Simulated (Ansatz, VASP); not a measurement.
**Sn2Ge3 in VASP and in Ansatz**

```
Sn Ge
1.0
    -1.64414    1.64414   10.52119
     1.64414   -1.64414   10.52119
     1.64414    1.64414  -10.52119
Sn Ge
2 3
Direct
  0.39532 0.39532 0.00000
  0.60468 0.60468 0.00000
  0.00000 0.00000 0.00000
  0.78967 0.78967 0.00000
  0.21033 0.21033 0.00000
```

Alike in both runs: functional PBE; k mesh 8 × 8 × 8; occupations gaussian, width 0.1 eV; no spin polarisation.

Ansatz relaxed the structure, and its values are those at the end. VASP's run is a single point on that final structure, the one shown.

|  | VASP | Ansatz |
| --- | --- | --- |
| version | VASP 6.6.1 | Ansatz 0.2.0 |
| potentials or method | VASP PAW PBE potentials, release 64 (Sn_d, Ge_d), cutoff 520 eV | scalar-relativistic, plane waves, PAW |
| valence electrons in the cell | 70 | 70 |

|  | VASP | Ansatz | Ansatz less VASP |
| --- | --- | --- | --- |
| gap on the k mesh at the Fermi level (eV) | none | none | - |
| pressure (GPa) | 0.2 | 0.2 | +0.09 |
| rms of the force components (eV/Å) | 0.004 | 0.004 | +0.0005 |

A gap of «none» marks a metal or a gap that the smearing closes.
